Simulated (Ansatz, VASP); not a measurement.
# GaAs: VASP beside Ansatz

File INCAR:

```
PREC = Accurate ; ENCUT = 500
EDIFF = 1E-7 ; ISMEAR = 0
SIGMA = 0.01 ; LREAL = F
LASPH = T ; NELM = 120
ALGO = Normal ; ISIF = 3
LWAVE = F ; LCHARG = F
GGA = PS ; IBRION = 2
NSW = 100 ; EDIFFG = -0.002
GGA_COMPAT = F ; NELMIN = 4
```

The input KPOINTS:

```
regular mesh
0
Gamma
  10 10 10
```

Contents of POSCAR:

```
GaAs
1.0
    0.0000000000      2.8750910500      2.8750910500
    2.8750910500      0.0000000000      2.8750910500
    2.8750910500      2.8750910500      0.0000000000
Ga As
1 1
Direct
    0.0000000000      0.0000000000      0.0000000000
    0.2500000000      0.2500000000      0.2500000000
```

Input for Ansatz:

```yaml
crystal:
  lattice:
    - [0.0, 2.87509105, 2.87509105]
    - [2.87509105, 0.0, 2.87509105]
    - [2.87509105, 2.87509105, 0.0]
  atoms:
    - { symbol: Ga, position: [0.0, 0.0, 0.0] }
    - { symbol: As, position: [0.25, 0.25, 0.25] }
basis:
  ecutwfc: 420
kpoints:
  mp_grid: { grid: [10, 10, 10] }
hamiltonian:
  xc: pbesol
scf:
  occupations: { method: gaussian, width: 0.01 }
output:
  forces: true
  stress: true
  eigenvalues: true
  write_density: true
  write_potential: true
  elf: true
  volumetric_format: npy
relax:
  adjacent_minimum: "off"
  f_tol: 0.002
  max_steps: 80
  cell: { stress_tol: 0.02 }
```

Alike in both runs: task relaxation of cell and atoms; functional PBEsol; k mesh 10 × 10 × 10; occupations gaussian, width 0.01 eV; no spin polarisation.

|  | VASP | Ansatz |
| --- | --- | --- |
| version | VASP 6.6.1 | Ansatz 0.2.0 |
| potentials or method | VASP PAW PBE potentials, release 64 (Ga_d, As), cutoff 500 eV | scalar-relativistic, plane waves, PAW |
| valence electrons in the cell | 18 | 28 |

```tsv
	VASP	Ansatz	Ansatz less VASP
gap on the k mesh at the Fermi level, each at its own relaxed structure (eV)	0.42	0.42	+0.003
relaxed volume (Å³/atom)	22.71	22.65	-0.051
relaxed cell length with the largest relative difference (Å)	4.005	4.002	-0.0030
```

VASP's potentials were made for PBE, not for PBEsol. VASP's potentials hold 18 valence electrons a cell and Ansatz's 28, so a difference there can come from the potentials and not from the codes.
